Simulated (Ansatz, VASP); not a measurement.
## GaSb: VASP beside Ansatz

File POSCAR:

```
GaSb
1.0
    0.0000000000      3.1354750000      3.0590000000
    3.1354750000      0.0000000000      3.0590000000
    3.1354750000      3.1354750000      0.0000000000
Ga Sb
1 1
Direct
    0.0000000000      0.0000000000      0.0000000000
    0.7500000000      0.7500000000      0.7500000000
```

The input INCAR.step1:

```
PREC     = Accurate       # precision mode
ENCUT    = 520            # plane-wave cutoff, eV
ISMEAR   = 0              # smearing method
SIGMA    = 0.05           # smearing width, eV
LREAL    = F              # projectors in reciprocal space
LASPH    = T              # aspherical terms in the spheres
NELM     = 60             # most SCF steps
NBANDS   = 16             # bands
GGA      = PE             # functional
ALGO     = Normal         # electronic algorithm
EDIFF    = 1E-4           # SCF threshold, eV
LWAVE    = T              # write WAVECAR
LCHARG   = F              # write CHGCAR
```

INCAR.step2

```
PREC     = Accurate       # precision mode
ENCUT    = 520            # plane-wave cutoff, eV
EDIFF    = 1E-7           # SCF threshold, eV
ISMEAR   = 0              # smearing method
SIGMA    = 0.05           # smearing width, eV
LREAL    = F              # projectors in reciprocal space
LASPH    = T              # aspherical terms in the spheres
NELM     = 60             # most SCF steps
ALGO     = Normal         # electronic algorithm
ISIF     = 2              # what is computed and relaxed
LWAVE    = F              # write WAVECAR
LCHARG   = F              # write CHGCAR
METAGGA  = R2SCAN         # meta-GGA
LMIXTAU  = T            
NBANDS   = 16             # bands
ISTART   = 1
```

KPOINTS

```
Automatic mesh
0
Gamma
  10 10 10
```

Input for Ansatz:

```yaml
crystal:
  lattice:
    - [0.0, 3.135475, 3.059]
    - [3.135475, 0.0, 3.059]
    - [3.135475, 3.135475, 0.0]
  atoms:
    - { symbol: Ga, position: [0.0, 0.0, 0.0] }
    - { symbol: Sb, position: [0.75, 0.75, 0.75] }
basis:
  ecutwfc: 500
kpoints:
  mp_grid: { grid: [10, 10, 10] }
hamiltonian:
  xc: r2scan
scf:
  occupations: { method: gaussian, width: 0.05 }
output:
  forces: true
  stress: true
  eigenvalues: true
```

Change from the starting cell: strain +0.025 along x and y, +0.000 along z, atoms carried along.

Alike in both runs: task single point; functional r2SCAN; k mesh 10 × 10 × 10; occupations gaussian, width 0.05 eV; no spin polarisation.

|  | VASP | Ansatz |
| --- | --- | --- |
| version | VASP 6.6.1 | Ansatz 0.2.0 |
| potentials or method | VASP PAW PBE potentials, release 64 (Ga_d, Sb), cutoff 520 eV | scalar-relativistic, plane waves, PAW |
| valence electrons in the cell | 18 | 28 |

|  | VASP | Ansatz | Ansatz less VASP |
| --- | --- | --- | --- |
| pressure (GPa) | -2.0 | -2.0 | -0.08 |
| traceless stress, the component that is largest in VASP (GPa) | 0.74 | 0.75 | +0.010 |

VASP's potentials were made for PBE, not for r2SCAN. VASP's potentials hold 18 valence electrons a cell and Ansatz's 28, so a difference there can come from the potentials and not from the codes.

Spin-orbit coupling is off throughout.
